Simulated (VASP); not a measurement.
# BN (F-43m) in VASP: single point with PBE

Aim: the single point of BN with PBE.

All numbers are computed with VASP 6.6.1; they aren't measurements. Logs are shortened: lines on timing, memory, paths and dates and some standing lists are left out, and cuts for length are marked.

## (1) The cell of the first run

The structure is cubic, space group F-43m (No. 216). The conventional cell has a = 3.615 Å, b = 3.615 Å, c = 3.615 Å, α = 90.00°, β = 90.00°, γ = 90.00°. B (site symmetry -43m) has 4 N at 1.57 Å within 2.1 Å. Within 2.1 Å of N (site symmetry -43m) lie 4 B at 1.57 Å.

## (2) Single point, PBE

Contents of POSCAR:

```
BN
1.0
    0.0000000000      1.8075000000      1.8075000000
    1.8075000000      0.0000000000      1.8075000000
    1.8075000000      1.8075000000      0.0000000000
B N
1 1
Direct
    0.0000000000      0.0000000000      0.0000000000
    0.2500000000      0.2500000000      0.2500000000
```

Contents of INCAR.step1:

```
PREC = Accurate
ENCUT = 520
EDIFF = 1E-6
ISMEAR = 0
SIGMA = 0.01
LREAL = False
LASPH = True
NELM = 120
ALGO = Normal
ISIF = 2
LWAVE = False
LCHARG = True
GGA = PE
NBANDS = 11
GGA_COMPAT = False
NEDOS = 2001
LORBIT = 11
```

Contents of KPOINTS.step1:

```
regular mesh
0
Gamma
  8 8 8
```

Contents of INCAR.step2:

```
PREC = Accurate
ENCUT = 520
EDIFF = 1E-6
ISMEAR = -5
SIGMA = 0.01
LREAL = False
LASPH = True
NELM = 120
ALGO = Normal
ISIF = 2
LWAVE = False
LCHARG = False
GGA = PE
LORBIT = 11
NEDOS = 1001
ICHARG = 11
GGA_COMPAT = False
```

Contents of KPOINTS.step2:

```
regular mesh
0
Gamma
  12 12 12
```

Potentials or basis: VASP PAW PBE potentials, release 64 (B, N).

The run is started by

```
$ cat potpaw_PBE.64/B/POTCAR potpaw_PBE.64/N/POTCAR > POTCAR
$ cp INCAR.step1 INCAR
$ cp KPOINTS.step1 KPOINTS
$ mpirun -np 1 vasp_std > vasp.out
$ cp INCAR.step2 INCAR
$ cp KPOINTS.step2 KPOINTS
$ mpirun -np 1 vasp_std > vasp.out
```

OUTCAR:

```text
PREC = Accurate
   ENCUT = 520
   EDIFF = 1E-6
   ISMEAR = -5
   LREAL = False
   LASPH = True
   NELM = 120
   ISIF = 2
   GGA = PE
   LORBIT = 11
   ICHARG = 11

 ion  position               nearest neighbor table
   1  0.000  0.000  0.000-   2 1.57   2 1.57   2 1.57   2 1.57
   2  0.250  0.250  0.250-   1 1.57   1 1.57   1 1.57   1 1.57

  LATTYP: Found a face centered cubic cell.
 ALAT       =     3.6150000000

  Lattice vectors:

 A1 = (   0.0000000000,   1.8075000000,   1.8075000000)
 A2 = (   1.8075000000,   0.0000000000,   1.8075000000)
 A3 = (   1.8075000000,   1.8075000000,   0.0000000000)

Analysis of symmetry for initial positions (statically):
=====================================================================
 Subroutine PRICEL returns:
 Original cell was already a primitive cell.

 Routine SETGRP: Setting up the symmetry group for a
 face centered cubic supercell.

 Subroutine GETGRP returns: Found 24 space group operations
 (whereof 24 operations were pure point group operations)
 out of a pool of 48 trial point group operations.

The static configuration has the point symmetry T_d .

Analysis of symmetry for dynamics (positions and initial velocities):
=====================================================================
 Subroutine PRICEL returns:
 Original cell was already a primitive cell.

 Routine SETGRP: Setting up the symmetry group for a
 face centered cubic supercell.

 Subroutine GETGRP returns: Found 24 space group operations
 (whereof 24 operations were pure point group operations)
 out of a pool of 48 trial point group operations.

The dynamic configuration has the point symmetry T_d .

 Subroutine INISYM returns: Found 24 space group operations
 (whereof 24 operations are pure point group operations),
 and found     1 'primitive' translations

----------------------------------------------------------------------------------------

                                     Primitive cell

  volume of cell :      11.8104

  direct lattice vectors                    reciprocal lattice vectors
     0.000000000  1.807500000  1.807500000    -0.276625173  0.276625173  0.276625173
     1.807500000  0.000000000  1.807500000     0.276625173 -0.276625173  0.276625173
     1.807500000  1.807500000  0.000000000     0.276625173  0.276625173 -0.276625173

  length of vectors
[... 86 lines left out ...]
   EDIFFG = 0.1E-04   stopping-criterion for IOM
   NSW    =      0    number of steps for IOM
   IBRION =     -1    ionic relax: 0-MD 1-quasi-New 2-CG
   NFREE  =      0    steps in history (QN), initial steepest desc. (CG)
   ISIF   =      2    stress and relaxation
   ISYM   =      2    0-nonsym 1-usesym 2-fastsym
   POTIM  = 0.5000    time-step for ionic-motion
   TEBEG  =    0.0;   TEEND  =   0.0 temperature during run
   PSTRESS=    0.0 pullay stress
   NELECT =       8.0000    total number of electrons
   NUPDOWN=      -1.0000    fix difference up-down
   EMIN   =  10.00;   EMAX   =-10.00  energy-range for DOS
   EFERMI =   0.00;   METHOD = LEGACY
   ISMEAR =    -5;   SIGMA  =   0.01  broadening in eV -4-tet -1-fermi 0-gaus
   EFERMI_NEDOS =   21; number of points for ismear=-14 and -15
   IALGO  =     38    algorithm
   IMIX   =      4    mixing-type and parameters
     AMIX     =   0.40;   BMIX     =  1.00
     AMIX_MAG =   1.60;   BMIX_MAG =  1.00
  volume/ion in A,a.u.               =       5.91        39.85
  Fermi-wavevector in a.u.,A,eV,Ry     =   1.437749  2.716952 28.124920  2.067123
  Thomas-Fermi vector in A             =   2.556793
   LORBIT       =     11    0 simple, 1 ext, 2 COOP (PROOUT), +10 PAW based schemes
   GGA     = PE    functional components
   LHFCALC =     F    Hartree Fock is set to
   AEXX    =    0.0000 exact exchange contribution
   IVDW    =     0    specifies the selected vdW correction
   LEPSILON=     F    determine dielectric tensor
   LRPA    =     F    only Hartree local field effects (RPA)
 non-spin polarized calculation
 Fermi weights with tetrahedron method with Bloechl corrections
  energy-cutoff  :      520.00
  volume of cell :       11.81
 maximum number of plane-waves:       332

 number of electron       7.9999999 magnetization

 Free energy of the ion-electron system (eV)
  ---------------------------------------------------
  ext. energy  EPLUGINS =         0.00000000
  ---------------------------------------------------
  free energy    TOTEN  =       -17.44978684 eV

  energy without entropy =      -17.44978684  energy(sigma->0) =      -17.44978684

 E-fermi :   7.4219     XC(G=0): -12.8220

 val. band max:        7.4031740054   @ k =   0.0000   0.0000   0.0000
 cond. band min:      11.8623574228   @ k =   0.5000   0.5000   0.0000
 fundamental gap:      4.4591834175
 Fermi energy:         7.4218699629

 k-point     1 :       0.0000    0.0000    0.0000
  band No.  band energies     occupation
      1     -12.8276      2.00000
      2       7.4032      2.00000
      3       7.4032      2.00000
      4       7.4032      2.00000
      5      16.2229      0.00000
      6      16.2229      0.00000
      7      16.2229      0.00000
      8      17.7525      0.00000
[... 243 lines left out ...]
 k-point    24 :      -0.4167    0.1667    0.0000
  band No.  band energies     occupation
      1      -8.2469      2.00000
      2      -2.5938      2.00000
      3       3.2802      2.00000
      4       4.8362      2.00000
      5      16.7167      0.00000
      6      19.6096      0.00000
      7      19.6462      0.00000
      8      23.0940      0.00000

 [... further k-points ...]
[... 5 lines left out ...]
  --------------------------------------------------------------------------------------
  -------------------------------------------------------------------------------------
  Total        0.2412339      0.2412339      0.2412339     -0.0000000      0.0000000     -0.0000000
  in kB       32.7253217     32.7253217     32.7253217     -0.0000000      0.0000000     -0.0000000
  external PRESSURE =      32.7253217 kB  Pullay stress =       0.0000000 kB

 VOLUME and BASIS-vectors are now :
 -----------------------------------------------------------------------------
  energy-cutoff  :      520.00
  volume of cell :       11.81
      direct lattice vectors                 reciprocal lattice vectors
     0.000000000  1.807500000  1.807500000    -0.276625173  0.276625173  0.276625173
     1.807500000  0.000000000  1.807500000     0.276625173 -0.276625173  0.276625173
     1.807500000  1.807500000  0.000000000     0.276625173  0.276625173 -0.276625173

 POSITION                                       TOTAL-FORCE (eV/Angst)
 -----------------------------------------------------------------------------------
      0.00000      0.00000      0.00000        -0.000000     -0.000000     -0.000000
      0.90375      0.90375      0.90375         0.000000      0.000000      0.000000
 -----------------------------------------------------------------------------------
    total drift:                                0.000000      0.000000      0.000000

  FREE ENERGIE OF THE ION-ELECTRON SYSTEM (eV)
  ---------------------------------------------------
  free  energy   TOTEN  =       -17.4497868360 eV

  energy  without entropy=      -17.4497868360  energy(sigma->0) =      -17.44978684

 total charge

# of ion       s       p       d       tot
------------------------------------------
    1        0.678   1.360   0.000   2.038
    2        1.213   2.763   0.000   3.977
--------------------------------------------------
tot          1.891   4.123   0.000   6.014
```

OUTCAR.step1:

```text
PREC = Accurate
   ENCUT = 520
   EDIFF = 1E-6
   ISMEAR = 0
   LREAL = False
   LASPH = True
[... 561 lines left out ...]
    total drift:                                0.000000      0.000000      0.000000

  FREE ENERGIE OF THE ION-ELECTRON SYSTEM (eV)
  ---------------------------------------------------
  free  energy   TOTEN  =       -17.4495465495 eV

  energy  without entropy=      -17.4495465495  energy(sigma->0) =      -17.44954655

 total charge

# of ion       s       p       d       tot
------------------------------------------
    1        0.678   1.360   0.000   2.038
    2        1.213   2.763   0.000   3.977
--------------------------------------------------
tot          1.891   4.123   0.000   6.014
```

OSZICAR.step1:

```text
N       E                     dE             d eps       ncg     rms          rms(c)
DAV:   1     0.107986535389E+02    0.10799E+02   -0.51583E+03   654   0.735E+02
DAV:   2    -0.177980008889E+02   -0.28597E+02   -0.27211E+02   752   0.162E+02
DAV:   3    -0.184140717669E+02   -0.61607E+00   -0.61445E+00   755   0.201E+01
DAV:   4    -0.184148119204E+02   -0.74015E-03   -0.74014E-03   680   0.799E-01
DAV:   5    -0.184148125457E+02   -0.62526E-06   -0.62523E-06   737   0.233E-02    0.670E+00
DAV:   6    -0.175356342883E+02    0.87918E+00   -0.29369E+00   671   0.990E+00    0.327E+00
DAV:   7    -0.174635969101E+02    0.72037E-01   -0.10375E-01   707   0.266E+00    0.192E+00
DAV:   8    -0.174492758999E+02    0.14321E-01   -0.35586E-02   713   0.137E+00    0.193E-01
DAV:   9    -0.174494545607E+02   -0.17866E-03   -0.96444E-04   671   0.258E-01    0.833E-02
DAV:  10    -0.174495412640E+02   -0.86703E-04   -0.12152E-04   709   0.940E-02    0.151E-02
DAV:  11    -0.174495465333E+02   -0.52693E-05   -0.93179E-06   695   0.250E-02    0.106E-02
DAV:  12    -0.174495465495E+02   -0.16214E-07   -0.15813E-06   394   0.866E-03
   1 F= -.17449547E+02 E0= -.17449547E+02  d E =-.263114E-19
```

It took 13 s on 1 thread of Intel Xeon Platinum 8259CL at 2.50GHz (Skylake/Cascade Lake), shared host; peak memory 0.12 GiB.

Results:

```yaml
Valence_electrons_inside_the_program's_atomic_spheres: B 2.04; N 3.98
```

Levels at points of the mesh, in eV from the valence-band top:
| k point | band 1 | band 2 | band 3 | band 4 | band 5 | band 6 | band 7 | band 8 |
| --- | --- | --- | --- | --- | --- | --- | --- | --- |
| (0.00, 0.00, 0.00) | -20.23 | 0.00 | 0.00 | 0.00 | 8.82 | 8.82 | 8.82 | 10.35 |
| (0.50, 0.00, 0.00) | -16.01 | -10.69 | -1.94 | -1.94 | 10.15 | 10.71 | 10.71 | 15.26 |
| (0.50, 0.50, 0.00) | -14.65 | -8.92 | -4.90 | -4.90 | 4.46 | 9.23 | 17.92 | 17.92 |
